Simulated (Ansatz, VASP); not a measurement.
## Two plane-wave programs on Ca2Si3N3

```
Ca Si N
1.0
    10.20851    0.00000    0.00000
     0.00000    2.46705    4.20450
     0.00000   -2.46705    4.20450
Ca Si N
2 3 3
Direct
  0.81781 0.40543 0.40543
  0.18219 0.40543 0.40543
  0.85575 0.08831 0.08831
  0.14425 0.08831 0.08831
  0.00000 0.75029 0.75029
  0.13515 0.88474 0.88474
  0.86485 0.88474 0.88474
  0.00000 0.21279 0.21279
```

Alike in both runs: task relaxation of cell and atoms; functional PBE; k mesh 4 × 8 × 8; occupations gaussian, width 0.1 eV; no spin polarisation.

```csv
,VASP,Ansatz
version,VASP 6.6.1,Ansatz 0.2.0
potentials or method,"VASP PAW PBE potentials, release 64 (Ca_sv, Si, N), cutoff 600 eV","scalar-relativistic, plane waves, PAW"
valence electrons in the cell,47,47
```

|  | VASP | Ansatz | Ansatz less VASP |
| --- | --- | --- | --- |
| gap on the k mesh at the Fermi level, each at its own relaxed structure (eV) | none | none | - |
| relaxed volume (Å³/atom) | 26.47 | 26.47 | +0.001 |
| relaxed cell length with the largest relative difference (Å) | 10.203 | 10.209 | +0.0058 |

A gap of «none» marks a metal or a gap that the smearing closes. Ansatz's warnings: xc potential rough in thin density.
